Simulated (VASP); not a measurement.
# AlRu (Pm-3m) in VASP: a series of runs

Runs on AlRu. Level: LDA. Tasks: single point, relaxation of cell and atoms.

All numbers are computed with VASP 6.6.1; they aren't measurements. Logs are shortened: lines on timing, memory, paths and dates and some standing lists are left out, and cuts for length are marked.

### 1 The cell of the first run

The structure is cubic, space group Pm-3m (No. 221). The conventional cell has a = 2.954 Å, b = 2.954 Å, c = 2.954 Å, α = 90.00°, β = 90.00°, γ = 90.00°. Al (site symmetry m-3m) has 8 Ru at 2.56 Å and 6 Al at 2.95 Å within 3.4 Å. Ru (site symmetry m-3m) has 8 Al at 2.56 Å and 6 Ru at 2.95 Å within 3.4 Å.

### 2 Single point, LDA

Input file INCAR:

```
PREC = Accurate ; ENCUT = 520
EDIFF = 1E-7 ; ISMEAR = -1
SIGMA = 0.05 ; LREAL = False
LASPH = True ; NELM = 80
ALGO = Normal ; ISIF = 2
LWAVE = False ; LCHARG = False
NBANDS = 16
```

Input file KPOINTS:

```
Automatic mesh
0
Gamma
  16 16 16
```

Input file POSCAR:

```
AlRu
1.0
    2.9539624450      0.0000000000      0.0000000000
    0.0000000000      2.9539624450      0.0000000000
    0.0000000000      0.0000000000      2.9539624450
Al Ru
1 1
Direct
    0.0000000000      0.0000000000      0.0000000000
    0.5000000000      0.5000000000      0.5000000000
```

Potentials or basis: VASP PAW LDA potentials, release 64 (Al, Ru_pv).

Launch:

```console
$ cat potpaw_LDA.64/Al/POTCAR potpaw_LDA.64/Ru_pv/POTCAR > POTCAR
$ mpirun -np 1 vasp_std > vasp.out
```

OUTCAR:

```text
PREC = Accurate
   ENCUT = 520
   EDIFF = 1E-7
   ISMEAR = -1
   LREAL = False
   LASPH = True
   NELM = 80
   ISIF = 2

 ion  position               nearest neighbor table
   1  0.000  0.000  0.000-   2 2.56   2 2.56   2 2.56   2 2.56   2 2.56   2 2.56   2 2.56   2 2.56

   2  0.500  0.500  0.500-   1 2.56   1 2.56   1 2.56   1 2.56   1 2.56   1 2.56   1 2.56   1 2.56

  LATTYP: Found a simple cubic cell.
 ALAT       =     2.9539624450

  Lattice vectors:

 A1 = (   2.9539624450,   0.0000000000,   0.0000000000)
 A2 = (   0.0000000000,   2.9539624450,   0.0000000000)
 A3 = (   0.0000000000,   0.0000000000,   2.9539624450)

Analysis of symmetry for initial positions (statically):
=====================================================================
 Subroutine PRICEL returns:
 Original cell was already a primitive cell.

 Routine SETGRP: Setting up the symmetry group for a
 simple cubic supercell.

 Subroutine GETGRP returns: Found 48 space group operations
 (whereof 48 operations were pure point group operations)
 out of a pool of 48 trial point group operations.

The static configuration has the point symmetry O_h .

Analysis of symmetry for dynamics (positions and initial velocities):
=====================================================================
 Subroutine PRICEL returns:
 Original cell was already a primitive cell.

 Routine SETGRP: Setting up the symmetry group for a
 simple cubic supercell.

 Subroutine GETGRP returns: Found 48 space group operations
 (whereof 48 operations were pure point group operations)
 out of a pool of 48 trial point group operations.

The dynamic configuration has the point symmetry O_h .

 Subroutine INISYM returns: Found 48 space group operations
 (whereof 48 operations are pure point group operations),
 and found     1 'primitive' translations

----------------------------------------------------------------------------------------

                                     Primitive cell

  volume of cell :      25.7760

  direct lattice vectors                    reciprocal lattice vectors
     2.953962445  0.000000000  0.000000000     0.338528339  0.000000000  0.000000000
     0.000000000  2.953962445  0.000000000     0.000000000  0.338528339  0.000000000
     0.000000000  0.000000000  2.953962445     0.000000000  0.000000000  0.338528339

  length of vectors
     2.953962445  2.953962445  2.953962445     0.338528339  0.338528339  0.338528339

  position of ions in fractional coordinates (direct lattice)
[... 79 lines left out ...]
   EDIFF  = 0.1E-06   stopping-criterion for ELM
   LREAL  =      F    real-space projection
   EDIFFG = 0.1E-05   stopping-criterion for IOM
   NSW    =      0    number of steps for IOM
   IBRION =     -1    ionic relax: 0-MD 1-quasi-New 2-CG
   NFREE  =      0    steps in history (QN), initial steepest desc. (CG)
   ISIF   =      2    stress and relaxation
   ISYM   =      2    0-nonsym 1-usesym 2-fastsym
   POTIM  = 0.5000    time-step for ionic-motion
   TEBEG  =    0.0;   TEEND  =   0.0 temperature during run
   PSTRESS=    0.0 pullay stress
   NELECT =      17.0000    total number of electrons
   NUPDOWN=      -1.0000    fix difference up-down
   EMIN   =  10.00;   EMAX   =-10.00  energy-range for DOS
   EFERMI =   0.00;   METHOD = LEGACY
   ISMEAR =    -1;   SIGMA  =   0.05  broadening in eV -4-tet -1-fermi 0-gaus
   EFERMI_NEDOS =   21; number of points for ismear=-14 and -15
   IALGO  =     38    algorithm
   IMIX   =      4    mixing-type and parameters
     AMIX     =   0.40;   BMIX     =  1.00
     AMIX_MAG =   1.60;   BMIX_MAG =  1.00
  volume/ion in A,a.u.               =      12.89        86.97
  Fermi-wavevector in a.u.,A,eV,Ry     =   1.425015  2.692888 27.628920  2.030668
  Thomas-Fermi vector in A             =   2.545445
   LORBIT       =      0    0 simple, 1 ext, 2 COOP (PROOUT), +10 PAW based schemes
   GGA     = CA    functional components
   LHFCALC =     F    Hartree Fock is set to
   AEXX    =    0.0000 exact exchange contribution
   IVDW    =     0    specifies the selected vdW correction
   LEPSILON=     F    determine dielectric tensor
   LRPA    =     F    only Hartree local field effects (RPA)
 non-spin polarized calculation
  energy-cutoff  :      520.00
  volume of cell :       25.78
 maximum number of plane-waves:       739
 NGX is ok and might be reduce to    24
   NGX = 11   NGY = 11   NGZ = 11

 number of electron      16.9999998 magnetization

 Free energy of the ion-electron system (eV)
  ---------------------------------------------------
  ext. energy  EPLUGINS =         0.00000000
  ---------------------------------------------------
  free energy    TOTEN  =       -16.18701491 eV

  energy without entropy =      -16.17353180  energy(sigma->0) =      -16.18027335

 E-fermi :  11.0812     XC(G=0): -12.9888

 val. band max:       11.0711364018   @ k =   0.2500   0.1250   0.0000
 cond. band min:      11.0819495375   @ k =   0.3750   0.3750   0.3125
 fundamental gap:      0.0108131357
 Fermi energy:        11.0811558600

 k-point     1 :       0.0000    0.0000    0.0000
  band No.  band energies     occupation
      1     -30.5194      2.00000
      2     -30.5194      2.00000
      3     -30.5194      2.00000
      4       1.1786      2.00000
      5       7.2550      2.00000
      6       7.2550      2.00000
[... 433 lines left out ...]
      3     -30.4952      2.00000
      4       5.3653      2.00000
      5       5.4400      2.00000
      6       8.2687      2.00000
[... 8 lines left out ...]
     15      23.0187      0.00000
     16      23.8079      0.00000

 [... further k-points ...]

------------------------ aborting loop because EDIFF is reached ----------------------------------------

  FORCE on cell =-STRESS in cart. coord.  units (eV):
  Direction    XX          YY          ZZ          XY          YZ          ZX
  --------------------------------------------------------------------------------------
  -------------------------------------------------------------------------------------
  Total        0.0952662      0.0952662      0.0952662     -0.0000000      0.0000000      0.0000000
  in kB        5.9215382      5.9215382      5.9215382     -0.0000000      0.0000000      0.0000000
  external PRESSURE =       5.9215382 kB  Pullay stress =       0.0000000 kB

 VOLUME and BASIS-vectors are now :
 -----------------------------------------------------------------------------
  energy-cutoff  :      520.00
  volume of cell :       25.78
      direct lattice vectors                 reciprocal lattice vectors
     2.953962445  0.000000000  0.000000000     0.338528339  0.000000000  0.000000000
     0.000000000  2.953962445  0.000000000     0.000000000  0.338528339  0.000000000
     0.000000000  0.000000000  2.953962445     0.000000000  0.000000000  0.338528339

 POSITION                                       TOTAL-FORCE (eV/Angst)
 -----------------------------------------------------------------------------------
      0.00000      0.00000      0.00000         0.000000      0.000000      0.000000
      1.47698      1.47698      1.47698         0.000000      0.000000      0.000000
 -----------------------------------------------------------------------------------
    total drift:                                0.000000     -0.000000     -0.000000

  FREE ENERGIE OF THE ION-ELECTRON SYSTEM (eV)
  ---------------------------------------------------
  free  energy   TOTEN  =       -16.1870149112 eV

  energy  without entropy=      -16.1735317984  energy(sigma->0) =      -16.18027335
```

OSZICAR:

```text
N       E                     dE             d eps       ncg     rms          rms(c)
DAV:   1     0.117143869008E+03    0.11714E+03   -0.92513E+03  5448   0.996E+02
DAV:   2    -0.149522839355E+02   -0.13210E+03   -0.12544E+03  6232   0.296E+02
DAV:   3    -0.168758376459E+02   -0.19236E+01   -0.19176E+01  6912   0.375E+01
DAV:   4    -0.168871152686E+02   -0.11278E-01   -0.11268E-01  6408   0.309E+00
DAV:   5    -0.168872308692E+02   -0.11560E-03   -0.11551E-03  6392   0.304E-01    0.134E+01
DAV:   6    -0.162801600606E+02    0.60707E+00   -0.22404E+00  5592   0.162E+01    0.248E+00
DAV:   7    -0.162076603683E+02    0.72500E-01   -0.16760E-01  5512   0.469E+00    0.232E+00
DAV:   8    -0.161872881183E+02    0.20372E-01   -0.19897E-02  6216   0.105E+00    0.204E-01
DAV:   9    -0.161870342815E+02    0.25384E-03   -0.38453E-04  6344   0.183E-01    0.133E-01
DAV:  10    -0.161870154619E+02    0.18820E-04   -0.25448E-05  5952   0.526E-02    0.791E-03
DAV:  11    -0.161870149449E+02    0.51697E-06   -0.97556E-07  6752   0.103E-02    0.576E-03
DAV:  12    -0.161870149112E+02    0.33701E-07   -0.39097E-08  3960   0.218E-03
   1 F= -.16187015E+02 E0= -.16180273E+02  d E =-.134831E-01
```

stdout:

```text
POSCAR found type information on POSCAR AlRu
 POSCAR found :  2 types and       2 ions
 scaLAPACK will be used
 LDA part: xc-table for (Slater(with rela. corr.)+CA(PZ))
 , standard interpolation
 POSCAR, INCAR and KPOINTS ok, starting setup
 FFT: planning ... GRIDC
 FFT: planning ... GRID_SOFT
 FFT: planning ... GRID
 WAVECAR not read
 entering main loop
```

It took 14 s on 1 thread of Intel Xeon 6975P-C (Granite Rapids), shared host; peak memory 0.18 GiB.

Results:

* Free energy: -16.1870 eV
* Pressure: 0.6 GPa
* Band gap on the k mesh: zero (an odd number of electrons rules out a gap without spin polarisation)

### 3 Relaxation of cell and atoms, LDA

This run uses another cell than the first one, of 13.39 Å³/atom.

Input file INCAR:

```
SYSTEM = AlRu
ALGO = Normal
EDIFF = 1E-6
EDIFFG = -0.002
ENCUT = 600
GGA = CA
IBRION = 2
ISIF = 3
ISMEAR = -1
LASPH = .TRUE.
LCHARG = .FALSE.
LREAL = .FALSE.
LWAVE = .FALSE.
NELM = 80
NSW = 100
PREC = Accurate
SIGMA = 0.05
```

Input file KPOINTS:

```
k-points
0
G
  16 16 16
  0 0 0
```

Input file POSCAR:

```
AlRu
1.0
    2.9916000000      0.0000000000      0.0000000000
    0.0000000000      2.9916000000      0.0000000000
    0.0000000000      0.0000000000      2.9916000000
Al Ru
1 1
Direct
    0.0000000000      0.0000000000      0.0000000000
    0.5000000000      0.5000000000      0.5000000000
```

Potentials or basis: VASP PAW LDA potentials, release 64 (Al, Ru_pv).

Launch:

```console
$ cat potpaw_LDA.64/Al/POTCAR potpaw_LDA.64/Ru_pv/POTCAR > POTCAR
$ mpirun -np 1 vasp_std > vasp.out
```

Run time: 30 s. Hardware: 1 thread of Intel Xeon 6975P-C (Granite Rapids), shared host; peak memory 0.19 GiB.

It converged, with:

```yaml
Free_energy: -16.1876 eV
Relaxed_volume: 12.92 Å³/atom
Relaxed_cell: a = 2.956 Å, b = 2.956 Å, c = 2.956 Å, α = 90.00°, β = 90.00°, γ = 90.00°
Space_group_after_relaxing_to_0.1_Å: Pm-3m (No. 221)
Energy_gained_by_relaxing: 11.5 meV/atom
Ionic_steps: 4
Pressure_after_relaxing: 0.0 GPa
Band_gap_on_the_k_mesh: zero (an odd number of electrons rules out a gap without spin polarisation)
```

The path:
| step | energy change (eV) | largest force (eV/Å) | pressure (GPa) | volume (Å³) |
| --- | --- | --- | --- | --- |
| 1 | 0.0000 | 0.0000 | -7.64 | 26.77 |
| 2 | 0.0437 | 0.0000 | 15.41 | 24.38 |
| 3 | -0.0230 | 0.0000 | -0.13 | 25.85 |
| 4 | -0.0230 | 0.0000 | 0.00 | 25.84 |

Final structure:
```
Al Ru
1.0
     2.95625    0.00000    0.00000
     0.00000    2.95625    0.00000
     0.00000    0.00000    2.95625
Al Ru
1 1
Direct
  0.00000 0.00000 0.00000
  0.50000 0.50000 0.50000
```

Levels at points of the mesh, in eV from the Fermi level:
```tsv
k point	band 5	band 6	band 7	band 8	band 9	band 10	band 11	band 12
(0.00, 0.00, 0.00)	-3.81	-3.81	0.18	0.18	0.18	6.18	6.18	6.18
(0.50, 0.00, 0.00)	-5.54	-2.98	-1.70	-1.70	0.45	2.38	7.46	11.15
(0.50, 0.50, 0.00)	-3.26	-1.38	-1.38	-1.25	-1.25	1.58	5.48	6.58
(0.50, 0.50, 0.50)	-4.85	-4.85	1.68	1.68	2.68	4.20	4.20	4.20
```

LDA usually gives volumes a few per cent too small. Zero-point motion and thermal expansion aren't in these numbers.
